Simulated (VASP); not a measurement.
# Zn (Pm-3m) in VASP: single point with PBEsol

Aim: the single point of Zn with PBEsol.

All numbers are computed with VASP 6.6.1; they aren't measurements. Logs are shortened: lines on timing, memory, paths and dates and some standing lists are left out, and cuts for length are marked.

### 1 The cell of the first run

It takes space group Pm-3m (No. 221, cubic). Conventional cell: a = 2.569 Å, b = 2.569 Å, c = 2.569 Å, α = 90.00°, β = 90.00°, γ = 90.00°. Within 3.4 Å of Zn (site symmetry m-3m) lie 6 Zn at 2.57 Å.

### 2 Single point, PBEsol

The input, INCAR:

```
SYSTEM = Zn
ALGO = Normal
EDIFF = 1E-6
ENCUT = 520
GGA = PS
ISIF = 2
ISMEAR = -1
LASPH = .True.
LCHARG = .True.
LELF = .True.
LREAL = .False.
LVHAR = .True.
LWAVE = .False.
NBANDS = 12
NELM = 60
PREC = Accurate
SIGMA = 0.13605693000000002
```

The input, KPOINTS:

```
k-points
0
Gamma
  13 13 13
  0 0 0
```

The input, POSCAR:

```
Zn
1.0
    2.5688087663      0.0000000000      0.0000000000
    0.0000000000      2.5688087663      0.0000000000
    0.0000000000      0.0000000000      2.5688087663
Zn
1
Direct
    0.0000000000      0.0000000000      0.0000000000
```

Potentials or basis: VASP PAW PBE potentials, release 64 (Zn).

The run is started by

```bash
> cat potpaw_PBE.64/Zn/POTCAR > POTCAR
> mpirun -np 1 vasp_std > vasp.out
```

OUTCAR:

```text
SYSTEM = Zn
   EDIFF = 1E-6
   ENCUT = 520
   GGA = PS
   ISIF = 2
   ISMEAR = -1
   LASPH = .True.
   LREAL = .False.
   NELM = 60
   PREC = Accurate

 ion  position               nearest neighbor table
   1  0.000  0.000  0.000-

  LATTYP: Found a simple cubic cell.
 ALAT       =     2.5688087663

  Lattice vectors:

 A1 = (   2.5688087663,   0.0000000000,   0.0000000000)
 A2 = (   0.0000000000,   2.5688087663,   0.0000000000)
 A3 = (   0.0000000000,   0.0000000000,   2.5688087663)

Analysis of symmetry for initial positions (statically):
=====================================================================
 Subroutine PRICEL returns:
 Original cell was already a primitive cell.

 Routine SETGRP: Setting up the symmetry group for a
 simple cubic supercell.

 Subroutine GETGRP returns: Found 48 space group operations
 (whereof 48 operations were pure point group operations)
 out of a pool of 48 trial point group operations.

The static configuration has the point symmetry O_h .

Analysis of symmetry for dynamics (positions and initial velocities):
=====================================================================
 Subroutine PRICEL returns:
 Original cell was already a primitive cell.

 Routine SETGRP: Setting up the symmetry group for a
 simple cubic supercell.

 Subroutine GETGRP returns: Found 48 space group operations
 (whereof 48 operations were pure point group operations)
 out of a pool of 48 trial point group operations.

The dynamic configuration has the point symmetry O_h .

 Subroutine INISYM returns: Found 48 space group operations
 (whereof 48 operations are pure point group operations),
 and found     1 'primitive' translations

----------------------------------------------------------------------------------------

                                     Primitive cell

  volume of cell :      16.9510

  direct lattice vectors                    reciprocal lattice vectors
     2.568808766  0.000000000  0.000000000     0.389285498  0.000000000  0.000000000
     0.000000000  2.568808766  0.000000000     0.000000000  0.389285498  0.000000000
     0.000000000  0.000000000  2.568808766     0.000000000  0.000000000  0.389285498

  length of vectors
     2.568808766  2.568808766  2.568808766     0.389285498  0.389285498  0.389285498

  position of ions in fractional coordinates (direct lattice)
     0.000000000  0.000000000  0.000000000

  ion indices of the primitive-cell ions
   primitive index   ion index
                 1           1

----------------------------------------------------------------------------------------

 KPOINTS: k-points

Automatic generation of k-mesh.
 Grid dimensions read from file:
 generate k-points for:   13   13   13

 Generating k-lattice:

  Cartesian coordinates                     Fractional coordinates (reciprocal lattice)
     0.029945038  0.000000000  0.000000000     0.076923077  0.000000000  0.000000000
     0.000000000  0.029945038  0.000000000     0.000000000  0.076923077  0.000000000
     0.000000000  0.000000000  0.029945038     0.000000000  0.000000000  0.076923077

  Length of vectors
     0.029945038  0.029945038  0.029945038

  Shift w.r.t. Gamma in fractional coordinates (k-lattice)
     0.000000000  0.000000000  0.000000000

 Subroutine IBZKPT returns following result:
 ===========================================

 Found     84 irreducible k-points:

 Following reciprocal coordinates:
            Coordinates               Weight
  0.000000  0.000000  0.000000      1.000000
  0.076923  0.000000  0.000000      6.000000
  0.153846  0.000000  0.000000      6.000000
  0.230769  0.000000  0.000000      6.000000
  0.307692  0.000000  0.000000      6.000000
  0.384615  0.000000  0.000000      6.000000
[... 16 lines left out ...]
  0.307692  0.307692  0.000000     12.000000
  0.384615  0.307692  0.000000     24.000000
 [... further k-points ...]
   k-points           NKPTS =     84   k-points in BZ     NKDIM =     84   number of bands    NBANDS=     12
   number of dos      NEDOS =    301   number of ions     NIONS =      1
   total plane-waves  NPLWV =   8000
   dimension x,y,z NGX =    20 NGY =   20 NGZ =   20
   dimension x,y,z NGXF=    40 NGYF=   40 NGZF=   40
   ions per type =               1
   NGX,Y,Z   is equivalent  to a cutoff of  12.94, 12.94, 12.94 a.u.
   NGXF,Y,Z  is equivalent  to a cutoff of  25.89, 25.89, 25.89 a.u.
 SYSTEM =  Zn
   PREC   = accura    normal or accurate (medium, high low for compatibility)
   ISTART =      0    job   : 0-new  1-cont  2-samecut
   ICHARG =      2    charge: 1-file 2-atom 10-const
   ISPIN  =      1    spin polarized calculation?
   LNONCOLLINEAR =      F non collinear calculations
   LSORBIT =      F    spin-orbit coupling
   LASPH  =      T    aspherical Exc in radial PAW
   ENCUT  =  520.0 eV  38.22 Ry    6.18 a.u.   4.78  4.78  4.78*2*pi/ulx,y,z
   NELM   =     60;   NELMIN=  2; NELMDL= -5     # of ELM steps
   EDIFF  = 0.1E-05   stopping-criterion for ELM
   LREAL  =      F    real-space projection
   EDIFFG = 0.1E-04   stopping-criterion for IOM
   NSW    =      0    number of steps for IOM
   IBRION =     -1    ionic relax: 0-MD 1-quasi-New 2-CG
   NFREE  =      0    steps in history (QN), initial steepest desc. (CG)
   ISIF   =      2    stress and relaxation
   ISYM   =      2    0-nonsym 1-usesym 2-fastsym
   POTIM  = 0.5000    time-step for ionic-motion
   TEBEG  =    0.0;   TEEND  =   0.0 temperature during run
   PSTRESS=    0.0 pullay stress
   NELECT =      12.0000    total number of electrons
   NUPDOWN=      -1.0000    fix difference up-down
   EMIN   =  10.00;   EMAX   =-10.00  energy-range for DOS
   EFERMI =   0.00;   METHOD = LEGACY
   ISMEAR =    -1;   SIGMA  =   0.14  broadening in eV -4-tet -1-fermi 0-gaus
   EFERMI_NEDOS =   21; number of points for ismear=-14 and -15
   IALGO  =     38    algorithm
   IMIX   =      4    mixing-type and parameters
     AMIX     =   0.40;   BMIX     =  1.00
     AMIX_MAG =   1.60;   BMIX_MAG =  1.00
  volume/ion in A,a.u.               =      16.95       114.39
  Fermi-wavevector in a.u.,A,eV,Ry     =   1.459050  2.757204 28.964444  2.128827
  Thomas-Fermi vector in A             =   2.575663
   LORBIT       =      0    0 simple, 1 ext, 2 COOP (PROOUT), +10 PAW based schemes
   GGA     = PS    functional components
   LHFCALC =     F    Hartree Fock is set to
   AEXX    =    0.0000 exact exchange contribution
   IVDW    =     0    specifies the selected vdW correction
   LEPSILON=     F    determine dielectric tensor
   LRPA    =     F    only Hartree local field effects (RPA)
 non-spin polarized calculation
  energy-cutoff  :      520.00
  volume of cell :       16.95
 maximum number of plane-waves:       466
 NGX is ok and might be reduce to    20
   NGX =  9   NGY =  9   NGZ =  9

 number of electron      11.9999975 magnetization

 Free energy of the ion-electron system (eV)
  ---------------------------------------------------
  ext. energy  EPLUGINS =         0.00000000
  ---------------------------------------------------
  free energy    TOTEN  =        -1.31006334 eV

  energy without entropy =       -1.29098674  energy(sigma->0) =       -1.30052504

 E-fermi :   2.0451     XC(G=0): -11.0793

 val. band max:        1.9272185433   @ k =   0.3846   0.3846   0.3077
 cond. band min:       2.0649194474   @ k =   0.4615   0.3077   0.0000
 fundamental gap:      0.1377009041
 Fermi energy:         2.0451057035

 k-point     1 :       0.0000    0.0000    0.0000
  band No.  band energies     occupation
      1      -7.4307      2.00000
      2      -6.0575      2.00000
      3      -6.0575      2.00000
      4      -4.7420      2.00000
      5      -4.7420      2.00000
      6      -4.7420      2.00000
      7      14.8073      0.00000
      8      14.8073      0.00000
      9      14.8073      0.00000
     10      17.7709      0.00000
     11      17.7709      0.00000
     12      20.7693      0.00000

 k-point     2 :       0.0769    0.0000    0.0000
  band No.  band energies     occupation
      1      -7.2937      2.00000
      2      -6.0493      2.00000
      3      -6.0167      2.00000
      4      -4.7648      2.00000
      5      -4.7648      2.00000
      6      -4.7401      2.00000
      7      12.8151      0.00000
      8      14.9692      0.00000
      9      14.9692      0.00000
     10      17.8706      0.00000
     11      19.1176      0.00000
     12      21.7188      0.00000

 k-point     3 :       0.1538    0.0000    0.0000
  band No.  band energies     occupation
      1      -6.9079      2.00000
      2      -6.0267      2.00000
      3      -5.8762      2.00000
      4      -4.8275      2.00000
      5      -4.8275      2.00000
      6      -4.7348      2.00000
      7       9.9248      0.00000
      8      15.4471      0.00000
      9      15.4471      0.00000
     10      18.1718      0.00000
     11      19.8975      0.00000
     12      24.7222      0.00000
[... 286 lines left out ...]
 k-point    23 :       0.3077    0.3077    0.0000
  band No.  band energies     occupation
      1      -5.8431      2.00000
      2      -5.6212      2.00000
      3      -5.1236      2.00000
      4      -4.9765      2.00000
      5      -4.9554      2.00000
      6      -2.6535      2.00000
      7       5.6987      0.00000
      8       7.8065      0.00000
      9      15.8622      0.00000
     10      19.6845      0.00000
     11      22.0495      0.00000
     12      28.3196      0.00000

 k-point    24 :       0.3846    0.3077    0.0000
  band No.  band energies     occupation
      1      -5.8006      2.00000
      2      -5.7219      2.00000
      3      -5.0361      2.00000
      4      -4.9645      2.00000
      5      -4.9539      2.00000
      6      -1.4045      2.00000
      7       4.0258      0.00000
      8       8.2765      0.00000
      9      13.7203      0.00000
     10      20.9038      0.00000
     11      22.9591      0.00000
     12      27.2347      0.00000

 [... further k-points ...]

------------------------ aborting loop because EDIFF is reached ----------------------------------------

  FORCE on cell =-STRESS in cart. coord.  units (eV):
  Direction    XX          YY          ZZ          XY          YZ          ZX
  --------------------------------------------------------------------------------------
  -------------------------------------------------------------------------------------
  Total        0.0130946      0.0130946      0.0130946     -0.0000000      0.0000000      0.0000000
  in kB        1.2376775      1.2376775      1.2376775     -0.0000000      0.0000000      0.0000000
  external PRESSURE =       1.2376775 kB  Pullay stress =       0.0000000 kB

 VOLUME and BASIS-vectors are now :
 -----------------------------------------------------------------------------
  energy-cutoff  :      520.00
  volume of cell :       16.95
      direct lattice vectors                 reciprocal lattice vectors
     2.568808766  0.000000000  0.000000000     0.389285498  0.000000000  0.000000000
     0.000000000  2.568808766  0.000000000     0.000000000  0.389285498  0.000000000
     0.000000000  0.000000000  2.568808766     0.000000000  0.000000000  0.389285498

 POSITION                                       TOTAL-FORCE (eV/Angst)
 -----------------------------------------------------------------------------------
      0.00000      0.00000      0.00000         0.000000      0.000000      0.000000
 -----------------------------------------------------------------------------------
    total drift:                                0.000000      0.000000      0.000000

  FREE ENERGIE OF THE ION-ELECTRON SYSTEM (eV)
  ---------------------------------------------------
  free  energy   TOTEN  =        -1.3100633368 eV

  energy  without entropy=       -1.2909867448  energy(sigma->0) =       -1.30052504
```

Run time: 9.5 s. Hardware: 1 thread of Intel Xeon Platinum 8259CL at 2.50GHz (Skylake/Cascade Lake), shared host; peak memory 0.13 GiB.

Results:

- Free energy: -1.3101 eV
- Pressure: 0.1 GPa
- Band gap on the k mesh: zero (band 6 reaches 6.87 eV, above the bottom of band 7 at 0.04 eV)

Caveat: the PAW data sets were made with another functional, which shifts forces and pressure a little.
